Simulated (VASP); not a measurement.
# Si in VASP: further runs, part 2 of 2

VASP 6.6.1.

**4. Single point, PBE**

The input, INCAR:

```
PREC = Accurate ; ENCUT = 400
EDIFF = 1E-6 ; ISMEAR = -1
SIGMA = 0.1551 ; LREAL = Auto
LASPH = True ; NELM = 120
ALGO = Normal ; ISIF = 2
LWAVE = False ; LCHARG = False
GGA = PE ; NBANDS = 66
ISYM = -1 ; GGA_COMPAT = False
```

The input, KPOINTS:

```
explicit points
1
Reciprocal
  0.25000000   0.25000000   0.25000000 1
```

The input, POSCAR:

```
Si
1.0
    7.7190500000     -0.0443600000      0.0013740000
   -0.0443600000      7.7822710000      0.2647900000
    0.0013740000      0.2647900000      7.5276290000
Si
24
Direct
    0.9432284846      0.8331975549      0.1577946553
    1.0785813093      0.3876142118      0.7158013051
    0.1843466317      0.7651052799      0.9135389750
    0.3998193304      0.9294035165      0.2168395774
   -0.1169844601      0.6612857415      0.7194558718
    0.2987745999      0.5000000242      0.0450695003
    0.5073114759      0.1872640588      0.5606884059
    0.9045606708      0.2643450883     -0.0405370406
    0.1056431183      0.7310965973      0.3660352786
    0.5384816880      0.6240649907      0.7055673117
    0.5540440402      0.6007463076      0.2157627759
    0.7774933725      0.4100474724      0.4574155094
    0.2558157630      0.6047048417      0.5866385968
    0.6301086250      0.2553245005      1.1377097432
    0.1872224053      0.1283880473      0.0518093925
    0.2383091337      0.0255571646      0.7362423522
    0.8483979449      0.5635473351      0.9903955950
    0.0227703165      0.4480294646      0.1967800209
    0.7109377141      0.0583694920      0.8038634096
    0.7930109775      0.0924626987      0.3313387529
    0.5359512615      0.8128458147      0.9434169989
    0.2522095674      0.2527625955      0.3328146826
   -0.0278795405     -0.0481198402      0.5982321869
    0.4632415460      0.3243125052      0.8237606819
```

Potentials or basis: VASP PAW PBE potentials, release 64 (Si).

Run with:

```sh
$ cat potpaw_PBE.64/Si/POTCAR > POTCAR
$ mpirun -np 1 vasp_std > vasp.out
```

OUTCAR:

```text
PREC = Accurate
   ENCUT = 400
   EDIFF = 1E-6
   ISMEAR = -1
   LREAL = Auto
   LASPH = True
   NELM = 120
   ISIF = 2
   GGA = PE
   ISYM = -1

 ion  position               nearest neighbor table
   1  0.943  0.833  0.158-   9 2.12  17 2.62   3 2.70  20 2.75  15 3.02  18 3.06
   2  0.079  0.388  0.716-  13 2.32   8 2.41   5 2.63  12 3.03  16 3.08  24 3.11  17 3.12
   3  0.184  0.765  0.914-  16 2.38   6 2.40   1 2.70  21 2.75   5 2.88  13 2.89  17 3.05  15 3.08

   4  0.400  0.929  0.217-  15 2.54  21 2.54  11 2.84   9 2.91  22 2.96  14 3.11
   5  0.883  0.661  0.719-  17 2.14  23 2.47   2 2.63  10 2.67   3 2.88  12 2.98  13 3.09
   6  0.299  0.500  0.045-   3 2.40  18 2.43  11 2.50  24 2.57  22 2.82  15 3.01  21 3.08
   7  0.507  0.187  0.561-  24 2.34  19 2.57  22 2.64  16 2.71  12 2.77  20 2.93
   8  0.905  0.264  0.959-  17 2.40   2 2.41  14 2.51  15 2.51  19 2.53  18 2.53  20 3.14
   9  0.106  0.731  0.366-   1 2.12  13 2.21  18 2.69  23 2.74   4 2.91
  10  0.538  0.624  0.706-  13 2.37  21 2.39  24 2.50   5 2.67
  11  0.554  0.601  0.216-   6 2.50  21 2.55   4 2.84  12 2.86  14 2.86  17 2.87
  12  0.777  0.410  0.457-  20 2.71  18 2.73   7 2.77  11 2.86   5 2.98  14 2.99   2 3.03
  13  0.256  0.605  0.587-   9 2.21   2 2.32  10 2.37   3 2.89   5 3.09
  14  0.630  0.255  0.138-  20 2.26   8 2.51  24 2.72  11 2.86  12 2.99  17 3.06  19 3.10   4 3.11

  15  0.187  0.128  0.052-  22 2.44   8 2.51   4 2.54  16 2.59   6 3.01   1 3.02  24 3.06  18 3.07
                             3 3.08
  16  0.238  0.026  0.736-   3 2.38  23 2.38  15 2.59   7 2.71  24 3.00   2 3.08
  17  0.848  0.564  0.990-   5 2.14  18 2.21   8 2.40   1 2.62  11 2.87   3 3.05  14 3.06  21 3.12
                             2 3.12
  18  0.023  0.448  0.197-  17 2.21   6 2.43  22 2.52   8 2.53   9 2.69  12 2.73   1 3.06  15 3.07

  19  0.711  0.058  0.804-  21 2.50   8 2.53   7 2.57  23 2.71  24 2.85  14 3.10
  20  0.793  0.092  0.331-  14 2.26  23 2.62  12 2.71   1 2.75   7 2.93   8 3.14
  21  0.536  0.813  0.943-  10 2.39  19 2.50   4 2.54  11 2.55   3 2.75   6 3.08  17 3.12
  22  0.252  0.253  0.333-  15 2.44  18 2.52   7 2.64   6 2.82   4 2.96
  23  0.972  0.952  0.598-  16 2.38   5 2.47  20 2.62  19 2.71   9 2.74
  24  0.463  0.324  0.824-   7 2.34  10 2.50   6 2.57  14 2.72  19 2.85  16 3.00  15 3.06   2 3.11

IMPORTANT INFORMATION: All symmetrisations will be switched off!
NOSYMM: (Re-)initialisation of all symmetry stuff for point group C_1.

----------------------------------------------------------------------------------------

                                     Primitive cell

  volume of cell :     451.6417

  direct lattice vectors                    reciprocal lattice vectors
     7.719050000 -0.044360000  0.001374000     0.129553883  0.000740165 -0.000049683
    -0.044360000  7.782271000  0.264790000     0.000740165  0.128655400 -0.004525685
     0.001374000  0.264790000  7.527629000    -0.000049683 -0.004525685  0.133003157

  length of vectors
     7.719177586  7.786900762  7.532284779     0.129556007  0.128737103  0.133080142

  position of ions in fractional coordinates (direct lattice)
     0.943228485  0.833197555  0.157794655
     0.078581309  0.387614212  0.715801305
     0.184346632  0.765105280  0.913538975
     0.399819330  0.929403517  0.216839577
     0.883015540  0.661285742  0.719455872
     0.298774600  0.500000024  0.045069500
[... 16 lines left out ...]
     0.972120459  0.951880160  0.598232187
     0.463241546  0.324312505  0.823760682

  ion indices of the primitive-cell ions
   primitive index   ion index
                 1           1
                 2           2
                 3           3
                 4           4
                 5           5
                 6           6
[... 16 lines left out ...]
                23          23
                24          24

----------------------------------------------------------------------------------------

 KPOINTS: explicit points

Read explicit list of k-points.

 Found      1 k-points:

 Following reciprocal coordinates:
            Coordinates               Weight
  0.250000  0.250000  0.250000      1.000000
   k-points           NKPTS =      1   k-points in BZ     NKDIM =      1   number of bands    NBANDS=     66
   number of dos      NEDOS =    301   number of ions     NIONS =     24
   total plane-waves  NPLWV = 135000
   dimension x,y,z NGX =    50 NGY =   54 NGZ =   50
   dimension x,y,z NGXF=   100 NGYF=  108 NGZF=  100
   ions per type =              24
   NGX,Y,Z   is equivalent  to a cutoff of  10.77, 11.53, 11.04 a.u.
   NGXF,Y,Z  is equivalent  to a cutoff of  21.54, 23.06, 22.07 a.u.
 SYSTEM =  unknown system
   PREC   = accura    normal or accurate (medium, high low for compatibility)
   ISTART =      0    job   : 0-new  1-cont  2-samecut
   ICHARG =      2    charge: 1-file 2-atom 10-const
   ISPIN  =      1    spin polarized calculation?
   LNONCOLLINEAR =      F non collinear calculations
   LSORBIT =      F    spin-orbit coupling
   LASPH  =      T    aspherical Exc in radial PAW
   ENCUT  =  400.0 eV  29.40 Ry    5.42 a.u.  12.59 12.70 12.28*2*pi/ulx,y,z
   NELM   =    120;   NELMIN=  2; NELMDL= -5     # of ELM steps
   EDIFF  = 0.1E-05   stopping-criterion for ELM
   LREAL  =      T    real-space projection
   EDIFFG = 0.1E-04   stopping-criterion for IOM
   NSW    =      0    number of steps for IOM
   IBRION =     -1    ionic relax: 0-MD 1-quasi-New 2-CG
   NFREE  =      0    steps in history (QN), initial steepest desc. (CG)
   ISIF   =      2    stress and relaxation
   ISYM   =     -1    0-nonsym 1-usesym 2-fastsym
   POTIM  = 0.5000    time-step for ionic-motion
   TEBEG  =    0.0;   TEEND  =   0.0 temperature during run
   PSTRESS=    0.0 pullay stress
   NELECT =      96.0000    total number of electrons
   NUPDOWN=      -1.0000    fix difference up-down
   EMIN   =  10.00;   EMAX   =-10.00  energy-range for DOS
   EFERMI =   0.00;   METHOD = LEGACY
   ISMEAR =    -1;   SIGMA  =   0.16  broadening in eV -4-tet -1-fermi 0-gaus
   EFERMI_NEDOS =   21; number of points for ismear=-14 and -15
   IALGO  =     38    algorithm
   IMIX   =      4    mixing-type and parameters
     AMIX     =   0.40;   BMIX     =  1.00
     AMIX_MAG =   1.60;   BMIX_MAG =  1.00
  volume/ion in A,a.u.               =      18.82       126.99
  Fermi-wavevector in a.u.,A,eV,Ry     =   0.977014  1.846288 12.987515  0.954555
  Thomas-Fermi vector in A             =   2.107678
   LORBIT       =      0    0 simple, 1 ext, 2 COOP (PROOUT), +10 PAW based schemes
   GGA     = PE    functional components
   LHFCALC =     F    Hartree Fock is set to
   AEXX    =    0.0000 exact exchange contribution
   IVDW    =     0    specifies the selected vdW correction
   LEPSILON=     F    determine dielectric tensor
   LRPA    =     F    only Hartree local field effects (RPA)
 non-spin polarized calculation
  energy-cutoff  :      400.00
  volume of cell :      451.64
 maximum number of plane-waves:      8193
 NGX is ok and might be reduce to    50
   NGX = 25   NGY = 25   NGZ = 25

 number of electron      96.0000002 magnetization

 Free energy of the ion-electron system (eV)
  ---------------------------------------------------
  ext. energy  EPLUGINS =         0.00000000
  ---------------------------------------------------
  free energy    TOTEN  =      -114.59699053 eV

  energy without entropy =     -113.55862044  energy(sigma->0) =     -114.07780548

 E-fermi :   6.7916     XC(G=0):  -9.9280

 val. band max:        6.7853582854   @ k =   0.2500   0.2500   0.2500
 cond. band min:       7.0152276190   @ k =   0.2500   0.2500   0.2500
 fundamental gap:      0.2298693336
 Fermi energy:         6.7916488424

 k-point     1 :       0.2500    0.2500    0.2500
  band No.  band energies     occupation
      1      -5.8659      2.00000
      2      -4.7683      2.00000
      3      -4.2740      2.00000
      4      -4.1827      2.00000
      5      -3.4761      2.00000
      6      -3.3671      2.00000
[... 52 lines left out ...]
     59       8.6246      0.00001
     60       8.7808      0.00001
 [bands above 60 left out]

------------------------ aborting loop because EDIFF is reached ----------------------------------------

  FORCE on cell =-STRESS in cart. coord.  units (eV):
  Direction    XX          YY          ZZ          XY          YZ          ZX
  --------------------------------------------------------------------------------------
  -------------------------------------------------------------------------------------
  Total       -4.2944843    -12.0308878     -7.4754012    -10.7564808     -9.0268615      8.1015957
  in kB      -15.2344781    -42.6789998    -26.5186287    -38.1581018    -32.0223600     28.7400239
  external PRESSURE =     -28.1440355 kB  Pullay stress =       0.0000000 kB

 VOLUME and BASIS-vectors are now :
 -----------------------------------------------------------------------------
  energy-cutoff  :      400.00
  volume of cell :      451.64
      direct lattice vectors                 reciprocal lattice vectors
     7.719050000 -0.044360000  0.001374000     0.129553883  0.000740165 -0.000049683
    -0.044360000  7.782271000  0.264790000     0.000740165  0.128655400 -0.004525685
     0.001374000  0.264790000  7.527629000    -0.000049683 -0.004525685  0.133003157

 POSITION                                       TOTAL-FORCE (eV/Angst)
 -----------------------------------------------------------------------------------
      7.24408      6.48411      1.40974        -1.699699      1.638251     -2.508407
      0.59036      3.20257      5.49103        -0.971950      0.047655     -0.222578
      1.39030      6.18798      7.07963        -0.103830      0.525899     -0.180988
      3.04529      7.27255      1.87893        -0.019217     -0.114876      0.320205
      6.78770      5.29764      5.59211        -0.217161      0.434559     -3.172527
      2.28414      3.88982      0.47207         0.919882     -0.710668     -0.325687
[... 16 lines left out ...]
      7.46244      7.52307      4.75665        -0.918161     -0.367395      0.122786
      3.56253      2.72146      6.28748        -0.114225      1.073330      1.188473
 -----------------------------------------------------------------------------------
    total drift:                               -0.001430      0.001878      0.002993

  FREE ENERGIE OF THE ION-ELECTRON SYSTEM (eV)
  ---------------------------------------------------
  free  energy   TOTEN  =      -114.5969905269 eV

  energy  without entropy=     -113.5586204368  energy(sigma->0) =     -114.07780548
```

Wall time 38 s (1 thread of AMD EPYC 7R13 (Zen 3), shared host); peak memory 0.29 GiB.

Results:

| Property | Result |
| --- | --- |
| Free energy | -114.5970 eV |
| Pressure | -2.8 GPa |
| Largest force | 3.445 eV/Å |

Forces in eV/Å, atoms in the order of the input:
```
Si  -1.700  1.638 -2.508
Si  -0.972  0.048 -0.223
Si  -0.104  0.526 -0.181
Si  -0.019 -0.115  0.320
Si  -0.217  0.435 -3.173
Si   0.920 -0.711 -0.326
Si   0.111 -0.665 -0.326
Si   0.202 -1.291 -0.557
Si   1.284 -0.020  0.588
Si   0.894 -0.216 -0.038
Si   0.632 -0.725  0.037
Si   0.282  0.370 -0.024
Si   1.070 -0.375  1.125
Si  -1.337  1.326 -1.114
Si  -0.071 -0.661 -0.146
Si   0.486  0.551  0.239
Si  -2.238  0.624  1.674
Si   0.752 -0.283  2.731
Si   0.582 -0.033 -0.128
Si   0.499 -1.172  0.761
Si  -0.210  0.202  0.034
Si   0.186 -0.159 -0.076
Si  -0.918 -0.367  0.123
Si  -0.114  1.073  1.188
```

Stress tensor (GPa, compression positive):
```
-1.52 -3.82  2.87
-3.82 -4.27 -3.20
 2.87 -3.20 -2.65
```

Caveat: the atoms stand as in a frame of molecular dynamics.

**5. Summary**

| cell | pressure (GPa) | largest force (eV/Å) |
| --- | --- | --- |
| as given, atomic positions A | -1.6 | 3.57 |
| as given, atomic positions B | -3.1 | 1.82 |
| as given, atomic positions C | -2.8 | 3.44 |

Alike in all rows: task single point; level PBE; potentials or basis VASP PAW PBE potentials, release 64 (Si); no spin polarisation; k mesh 1 × 1 × 1, shifted; cutoff (eV) 400; smearing fermi-dirac 0.1551 eV.

Caveats: the atoms stand as in a frame of molecular dynamics.

Total energies depend on the potentials used, so only differences within one code and one set of settings carry meaning.
